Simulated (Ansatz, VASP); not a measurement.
# One calculation of Nb, two programs

Contents of INCAR:

```
SYSTEM = Nb
ALGO = Normal
EDIFF = 1E-7
ENCUT = 520
GGA = PE
ISIF = 2
ISMEAR = -1
LASPH = .True.
LCHARG = .False.
LREAL = .False.
LWAVE = .False.
NBANDS = 12
NELM = 60
PREC = Accurate
SIGMA = 0.08
```

The input KPOINTS:

```
k-points
0
Gamma
  16 16 16
  0 0 0
```

File POSCAR:

```
Nb
1.0
    0.0000000000      2.1242736809      2.1242736809
    2.1242736809      0.0000000000      2.1242736809
    2.1242736809      2.1242736809      0.0000000000
Nb
1
Direct
    0.0000000000      0.0000000000      0.0000000000
```

Input for Ansatz:

```yaml
crystal:
  lattice:
    - [0.0, 2.1242736809, 2.1242736809]
    - [2.1242736809, 0.0, 2.1242736809]
    - [2.1242736809, 2.1242736809, 0.0]
  atoms:
    - { symbol: Nb, position: [0.0, 0.0, 0.0] }
kpoints:
  mp_grid: { grid: [16, 16, 16] }
scf:
  occupations: { method: fermi_dirac, width: 0.08 }
hamiltonian:
  xc: pbe
  pseudopotentials: { kind: paw }
output:
  forces: true
  stress: true
  eigenvalues: true
```

Change from the starting cell: volume scaled by 1.021, to set the pressure.

Alike in both runs: task single point; functional PBE; k mesh 16 × 16 × 16; occupations fermi-dirac, width 0.08 eV; no spin polarisation.

|  | VASP | Ansatz |
| --- | --- | --- |
| version | VASP 6.6.1 | Ansatz 0.2.0 |
| potentials or method | VASP PAW PBE potentials, release 64 (Nb_sv) | PAW with Ansatz's default frozen-core files, scalar-relativistic |
| plane-wave cutoff (eV) | 520 | 420 |
| valence electrons in the cell | 13 | 13 |

```tsv
	VASP	Ansatz	Ansatz less VASP
pressure (GPa)	-3.6	-3.3	+0.30
```
